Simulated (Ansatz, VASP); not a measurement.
MnO2 in VASP and in Ansatz

INCAR

```
PREC     = Accurate       # precision mode
ENCUT    = 600            # plane-wave cutoff, eV
EDIFF    = 1E-6           # SCF threshold, eV
ISMEAR   = -1             # smearing method
SIGMA    = 0.02           # smearing width, eV
LREAL    = False          # projectors in reciprocal space
LASPH    = True           # aspherical terms in the spheres
NELM     = 120            # most SCF steps
ALGO     = Normal         # electronic algorithm
ISIF     = 2              # what is computed and relaxed
LWAVE    = False          # write WAVECAR
LCHARG   = False          # write CHGCAR
GGA      = PE             # functional
NBANDS   = 36             # bands
GGA_COMPAT= False
```

The input KPOINTS:

```
Automatic mesh
0
Gamma
  5 5 7
```

File POSCAR:

```
MnO2
1.0
    4.3983000000      0.0000000000      0.0000000000
    0.0000000000      4.3983000000      0.0000000000
    0.0000000000      0.0000000000      2.8730000000
Mn O
2 4
Direct
    0.0000000000      0.0000000000      0.0000000000
    0.5000000000      0.5000000000      0.5000000000
    0.3051500000      0.3051500000      0.0000000000
    0.1948500000      0.8051500000      0.5000000000
    0.6948500000      0.6948500000      0.0000000000
    0.8051500000      0.1948500000      0.5000000000
```

Input for Ansatz:

```yaml
crystal:
  lattice:
    - [4.3983, 0.0, 0.0]
    - [0.0, 4.3983, 0.0]
    - [0.0, 0.0, 2.873]
  atoms:
    - { symbol: Mn, position: [0.0, 0.0, 0.0] }
    - { symbol: Mn, position: [0.5, 0.5, 0.5] }
    - { symbol: O, position: [0.30515, 0.30515, 0.0] }
    - { symbol: O, position: [0.19485, 0.80515, 0.5] }
    - { symbol: O, position: [0.69485, 0.69485, 0.0] }
    - { symbol: O, position: [0.80515, 0.19485, 0.5] }
hamiltonian:
  xc: pbe
  pseudopotentials: { kind: paw }
basis:
  ecutwfc: 420
kpoints:
  mp_grid: { grid: [5, 5, 7] }
scf:
  occupations: { method: fermi_dirac, width: 0.02 }
  lower_state_search: "off"
output:
  forces: true
  stress: true
```

Alike in both runs: task single point; functional PBE; k mesh 5 × 5 × 7; occupations fermi-dirac, width 0.02 eV; no spin polarisation.

```csv
,VASP,Ansatz
version,VASP 6.6.1,Ansatz 0.2.0
potentials or method,"VASP PAW PBE potentials, release 64 (Mn_sv, O), cutoff 600 eV","PAW, plane waves, scalar-relativistic"
valence electrons in the cell,54,54
```

|  | VASP | Ansatz | Ansatz less VASP |
| --- | --- | --- | --- |
| pressure (GPa) | -8.1 | -6.4 | +1.76 |
| traceless stress, the component that is largest in VASP (GPa) | -4.65 | -4.66 | -0.006 |
| rms of the force components (eV/Å) | 0.151 | 0.148 | -0.0039 |

Atom by atom the forces differ by 0.004 eV/Å (rms over components).
